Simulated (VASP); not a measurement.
# TiO2 (P3_121) in VASP: single point with LDA

Aim: the single point of TiO2 with LDA.

Everything below comes from runs of VASP 6.6.1. Logs are shortened: lines on timing, memory, paths and dates and some standing lists are left out, and cuts for length are marked.

## (1) The cell of the first run

Symmetry: P3_121, No. 152, trigonal system. Conventional cell: a = 5.291 Å, b = 5.291 Å, c = 6.133 Å, α = 90.00°, β = 90.00°, γ = 120.00°. Ti (site symmetry 2) has 4 O at 1.73 to 1.88 Å within 2.3 Å. O (site symmetry 1) has 2 Ti at 1.73 to 1.88 Å within 2.3 Å.

## (2) Single point, LDA

INCAR reads:

```
SYSTEM = TiO2
ALGO = Normal
EDIFF = 1E-6
ENCUT = 600
GGA_COMPAT = .False.
ISIF = 2
ISMEAR = 0
LASPH = .True.
LCHARG = .True.
LELF = .True.
LREAL = .False.
LVHAR = .True.
LWAVE = .False.
NBANDS = 46
NELM = 120
PREC = Accurate
SIGMA = 0.01
```

KPOINTS reads:

```
k-points
0
Gamma
  4 4 3
  0 0 0
```

POSCAR reads:

```
TiO2
1.0
    5.2910000000      0.0000000000      0.0000000000
   -2.6455000000      4.5821400000      0.0000000000
    0.0000000000      0.0000000000      6.1330000000
Ti O
3 6
Direct
    0.4530000000      0.0000000000      0.3333333333
    0.0000000000      0.4530000000      0.6666666667
    0.5470000000      0.5470000000      0.0000000000
    0.4080000000      0.3030000000      0.2150000000
    0.6970000000      0.1050000000      0.5483330000
    0.8950000000      0.5920000000      0.8816670000
    0.3030000000      0.4080000000      0.7850000000
    0.1050000000      0.6970000000      0.4516670000
    0.5920000000      0.8950000000      0.1183330000
```

Potentials or basis: VASP PAW LDA potentials, release 64 (Ti_sv, O).

Launch:

```bash
$ cat potpaw_LDA.64/Ti_sv/POTCAR potpaw_LDA.64/O/POTCAR > POTCAR
$ mpirun -np 1 vasp_std > vasp.out
```

OUTCAR:

```text
SYSTEM = TiO2
   EDIFF = 1E-6
   ENCUT = 600
   ISIF = 2
   ISMEAR = 0
   LASPH = .True.
   LREAL = .False.
   NELM = 120
   PREC = Accurate

 ion  position               nearest neighbor table
   1  0.453  0.000  0.333-   5 1.73   9 1.73   4 1.88   8 1.88
   2  0.000  0.453  0.667-   8 1.73   6 1.73   7 1.88   5 1.88
   3  0.547  0.547  0.000-   4 1.73   7 1.73   9 1.88   6 1.88
   4  0.408  0.303  0.215-   3 1.73   1 1.88
   5  0.697  0.105  0.548-   1 1.73   2 1.88
   6  0.895  0.592  0.882-   2 1.73   3 1.88
   7  0.303  0.408  0.785-   3 1.73   2 1.88
   8  0.105  0.697  0.452-   2 1.73   1 1.88
   9  0.592  0.895  0.118-   1 1.73   3 1.88

  LATTYP: Found a hexagonal cell.
 ALAT       =     5.2910000000
 C/A-ratio  =     1.1591381591

  Lattice vectors:

 A1 = (   5.2910000000,   0.0000000000,   0.0000000000)
 A2 = (  -2.6455000000,   4.5821400000,   0.0000000000)
 A3 = (   0.0000000000,   0.0000000000,   6.1330000000)

Analysis of symmetry for initial positions (statically):
=====================================================================
 Subroutine PRICEL returns:
 Original cell was already a primitive cell.

 Routine SETGRP: Setting up the symmetry group for a
 hexagonal supercell.

 Subroutine GETGRP returns: Found  6 space group operations
 (whereof  2 operations were pure point group operations)
 out of a pool of 24 trial point group operations.

The static configuration has the point symmetry C_2 .
 The point group associated with its full space group is D_3 .

Analysis of symmetry for dynamics (positions and initial velocities):
=====================================================================
 Subroutine PRICEL returns:
 Original cell was already a primitive cell.

 Routine SETGRP: Setting up the symmetry group for a
 hexagonal supercell.

 Subroutine GETGRP returns: Found  6 space group operations
 (whereof  2 operations were pure point group operations)
 out of a pool of 24 trial point group operations.

The dynamic configuration has the point symmetry C_2 .
 The point group associated with its full space group is D_3 .

 Subroutine INISYM returns: Found  6 space group operations
 (whereof  2 operations are pure point group operations),
 and found     1 'primitive' translations

----------------------------------------------------------------------------------------

                                     Primitive cell

  volume of cell :     148.6891

  direct lattice vectors                    reciprocal lattice vectors
     5.291000000  0.000000000  0.000000000     0.189000189  0.109119320  0.000000000
    -2.645500000  4.582140000  0.000000000     0.000000000  0.218238640  0.000000000
     0.000000000  0.000000000  6.133000000     0.000000000  0.000000000  0.163052340

  length of vectors
     5.291000000  5.290999644  6.133000000     0.218238625  0.218238640  0.163052340

  position of ions in fractional coordinates (direct lattice)
     0.453000000  0.000000000  0.333333333
     0.000000000  0.453000000  0.666666667
     0.547000000  0.547000000  0.000000000
     0.408000000  0.303000000  0.215000000
     0.697000000  0.105000000  0.548333000
     0.895000000  0.592000000  0.881667000
     0.303000000  0.408000000  0.785000000
     0.105000000  0.697000000  0.451667000
     0.592000000  0.895000000  0.118333000

  ion indices of the primitive-cell ions
   primitive index   ion index
                 1           1
                 2           2
                 3           3
                 4           4
                 5           5
                 6           6
                 7           7
                 8           8
                 9           9

----------------------------------------------------------------------------------------

 KPOINTS: k-points

Automatic generation of k-mesh.
 Grid dimensions read from file:
 generate k-points for:    4    4    3

 Generating k-lattice:

  Cartesian coordinates                     Fractional coordinates (reciprocal lattice)
     0.047250047  0.027279830  0.000000000     0.250000000  0.000000000  0.000000000
     0.000000000  0.054559660  0.000000000     0.000000000  0.250000000  0.000000000
     0.000000000  0.000000000  0.054350780     0.000000000  0.000000000  0.333333333

  Length of vectors
     0.054559656  0.054559660  0.054350780

  Shift w.r.t. Gamma in fractional coordinates (k-lattice)
     0.000000000  0.000000000  0.000000000

 Subroutine IBZKPT returns following result:
 ===========================================

 Found      9 irreducible k-points:

 Following reciprocal coordinates:
            Coordinates               Weight
  0.000000  0.000000  0.000000      1.000000
  0.250000  0.000000  0.000000      6.000000
  0.500000  0.000000  0.000000      3.000000
  0.250000  0.250000  0.000000      6.000000
  0.000000  0.000000  0.333333      2.000000
  0.250000  0.000000  0.333333      6.000000
  0.000000  0.250000  0.333333      6.000000
  0.500000  0.000000  0.333333      6.000000
  0.250000  0.250000  0.333333     12.000000
   k-points           NKPTS =      9   k-points in BZ     NKDIM =      9   number of bands    NBANDS=     46
   number of dos      NEDOS =    301   number of ions     NIONS =      9
   total plane-waves  NPLWV =  88200
   dimension x,y,z NGX =    42 NGY =   42 NGZ =   50
   dimension x,y,z NGXF=    84 NGYF=   84 NGZF=  100
   ions per type =               3   6
   NGX,Y,Z   is equivalent  to a cutoff of  13.20, 13.20, 13.55 a.u.
   NGXF,Y,Z  is equivalent  to a cutoff of  26.39, 26.39, 27.11 a.u.
 SYSTEM =  TiO2
   PREC   = accura    normal or accurate (medium, high low for compatibility)
   ISTART =      0    job   : 0-new  1-cont  2-samecut
   ICHARG =      2    charge: 1-file 2-atom 10-const
   ISPIN  =      1    spin polarized calculation?
   LNONCOLLINEAR =      F non collinear calculations
   LSORBIT =      F    spin-orbit coupling
   LASPH  =      T    aspherical Exc in radial PAW
   ENCUT  =  600.0 eV  44.10 Ry    6.64 a.u.  10.57 10.57 12.25*2*pi/ulx,y,z
   NELM   =    120;   NELMIN=  2; NELMDL= -5     # of ELM steps
   EDIFF  = 0.1E-05   stopping-criterion for ELM
   LREAL  =      F    real-space projection
   EDIFFG = 0.1E-04   stopping-criterion for IOM
   NSW    =      0    number of steps for IOM
   IBRION =     -1    ionic relax: 0-MD 1-quasi-New 2-CG
   NFREE  =      0    steps in history (QN), initial steepest desc. (CG)
   ISIF   =      2    stress and relaxation
   ISYM   =      2    0-nonsym 1-usesym 2-fastsym
   POTIM  = 0.5000    time-step for ionic-motion
   TEBEG  =    0.0;   TEEND  =   0.0 temperature during run
   PSTRESS=    0.0 pullay stress
   NELECT =      72.0000    total number of electrons
   NUPDOWN=      -1.0000    fix difference up-down
   EMIN   =  10.00;   EMAX   =-10.00  energy-range for DOS
   EFERMI =   0.00;   METHOD = LEGACY
   ISMEAR =     0;   SIGMA  =   0.01  broadening in eV -4-tet -1-fermi 0-gaus
   EFERMI_NEDOS =   21; number of points for ismear=-14 and -15
   IALGO  =     38    algorithm
   IMIX   =      4    mixing-type and parameters
     AMIX     =   0.40;   BMIX     =  1.00
     AMIX_MAG =   1.60;   BMIX_MAG =  1.00
  volume/ion in A,a.u.               =      16.52       111.49
  Fermi-wavevector in a.u.,A,eV,Ry     =   1.285561  2.429358 22.485895  1.652667
  Thomas-Fermi vector in A             =   2.417688
   LORBIT       =      0    0 simple, 1 ext, 2 COOP (PROOUT), +10 PAW based schemes
   GGA     = CA    functional components
   LHFCALC =     F    Hartree Fock is set to
   AEXX    =    0.0000 exact exchange contribution
   IVDW    =     0    specifies the selected vdW correction
   LEPSILON=     F    determine dielectric tensor
   LRPA    =     F    only Hartree local field effects (RPA)
 non-spin polarized calculation
 Gauss-broadening in eV      SIGMA  =   0.01
  energy-cutoff  :      600.00
  volume of cell :      148.69
 maximum number of plane-waves:      4980
   NGX = 21   NGY = 21   NGZ = 25

 number of electron      71.9999999 magnetization

 Free energy of the ion-electron system (eV)
  ---------------------------------------------------
  ext. energy  EPLUGINS =         0.00000000
  ---------------------------------------------------
  free energy    TOTEN  =       -85.79155404 eV

  energy without entropy =      -85.79155404  energy(sigma->0) =      -85.79155404

 E-fermi :  -0.6289     XC(G=0):  -9.1641

 val. band max:       -0.6957434065   @ k =   0.5000   0.0000   0.0000
 cond. band min:       3.0012344429   @ k =   0.0000   0.0000   0.0000
 fundamental gap:      3.6969778494
 Fermi energy:        -0.6288762032

 k-point     1 :       0.0000    0.0000    0.0000
  band No.  band energies     occupation
      1     -55.1432      2.00000
      2     -55.1248      2.00000
      3     -55.1248      2.00000
      4     -32.0667      2.00000
      5     -32.0667      2.00000
      6     -32.0352      2.00000
[... 38 lines left out ...]
     45       4.8381      0.00000
     46       5.3554      0.00000

 k-point     2 :       0.2500    0.0000    0.0000
  band No.  band energies     occupation
      1     -55.1408      2.00000
      2     -55.1271      2.00000
      3     -55.1248      2.00000
      4     -32.0819      2.00000
      5     -32.0700      2.00000
      6     -32.0349      2.00000
[... 38 lines left out ...]
     45       5.1157      0.00000
     46       5.5734      0.00000

 k-point     3 :       0.5000    0.0000    0.0000
  band No.  band energies     occupation
      1     -55.1370      2.00000
      2     -55.1309      2.00000
      3     -55.1248      2.00000
      4     -32.0917      2.00000
      5     -32.0736      2.00000
      6     -32.0379      2.00000
[... 283 lines left out ...]
     45       5.4409      0.00000
     46       5.5308      0.00000

 k-point     9 :       0.2500    0.2500    0.3333
  band No.  band energies     occupation
      1     -55.1370      2.00000
      2     -55.1309      2.00000
      3     -55.1248      2.00000
      4     -32.0886      2.00000
      5     -32.0673      2.00000
      6     -32.0533      2.00000
[... 38 lines left out ...]
     45       5.2651      0.00000
     46       5.6039      0.00000

------------------------ aborting loop because EDIFF is reached ----------------------------------------

  FORCE on cell =-STRESS in cart. coord.  units (eV):
  Direction    XX          YY          ZZ          XY          YZ          ZX
  --------------------------------------------------------------------------------------
  -------------------------------------------------------------------------------------
  Total       -0.8134382     -0.8134380      3.6430815      0.0000000      0.0000000      0.0000000
  in kB       -8.7650835     -8.7650819     39.2554891      0.0000000      0.0000000      0.0000000
  external PRESSURE =       7.2417746 kB  Pullay stress =       0.0000000 kB

 VOLUME and BASIS-vectors are now :
 -----------------------------------------------------------------------------
  energy-cutoff  :      600.00
  volume of cell :      148.69
      direct lattice vectors                 reciprocal lattice vectors
     5.291000000  0.000000000  0.000000000     0.189000189  0.109119320  0.000000000
    -2.645500000  4.582140000  0.000000000     0.000000000  0.218238640  0.000000000
     0.000000000  0.000000000  6.133000000     0.000000000  0.000000000  0.163052340

 POSITION                                       TOTAL-FORCE (eV/Angst)
 -----------------------------------------------------------------------------------
      2.39682      0.00000      2.04433        -2.176328      0.000000     -0.000000
     -1.19841      2.07571      4.08867         1.088164     -1.884755      0.000000
      1.44709      2.50643      0.00000         1.088164      1.884755      0.000000
      1.35714      1.38839      1.31860         0.531930     -1.325450      1.273544
      3.41005      0.48112      3.36293         0.881908      1.123390      1.273544
      3.16931      2.71263      5.40726        -1.413839      0.202060      1.273544
      0.52381      1.86951      4.81440        -1.413839     -0.202060     -1.273544
     -1.28836      3.19375      2.77007         0.531930      1.325450     -1.273544
      0.76455      4.10102      0.72574         0.881908     -1.123390     -1.273544
 -----------------------------------------------------------------------------------
    total drift:                               -0.000788     -0.001339     -0.000000

  FREE ENERGIE OF THE ION-ELECTRON SYSTEM (eV)
  ---------------------------------------------------
  free  energy   TOTEN  =       -85.7915540367 eV

  energy  without entropy=      -85.7915540367  energy(sigma->0) =      -85.79155404
```

Run time: 89 s. Hardware: 1 thread of AMD EPYC 7R43 (Zen 3), shared host; peak memory 0.21 GiB.

What came out:

```yaml
Free_energy: -85.7916 eV
Pressure: 0.7 GPa
Largest_force: 2.176 eV/Å
Band_gap_on_the_k_mesh: 3.70 eV (least direct gap 3.86 eV)
```

Forces in eV/Å, atoms in the order of the input:
```
Ti  -2.176  0.000  0.000
Ti   1.088 -1.885  0.000
Ti   1.088  1.885  0.000
O    0.532 -1.325  1.274
O    0.882  1.123  1.274
O   -1.414  0.202  1.274
O   -1.414 -0.202 -1.274
O    0.532  1.325 -1.274
O    0.882 -1.123 -1.274
```

Stress tensor (GPa, compression positive):
```
-0.88  0.00  0.00
 0.00 -0.88  0.00
 0.00  0.00  3.93
```

Levels at points of the mesh, in eV from the valence-band top:
```
           k point  band 32  band 33  band 34  band 35  band 36  band 37  band 38  band 39  band 40  band 41
(0.00, 0.00, 0.00)    -0.77    -0.72    -0.30    -0.27    -0.27     3.70     4.24     4.24     4.67     4.67
(0.50, 0.00, 0.00)    -0.98    -0.70    -0.63    -0.34     0.00     3.86     3.88     4.33     4.75     5.11
```

Caveat: forces of over 1 eV/Å act on the atoms, so gaps and moduli don't describe the material at rest.
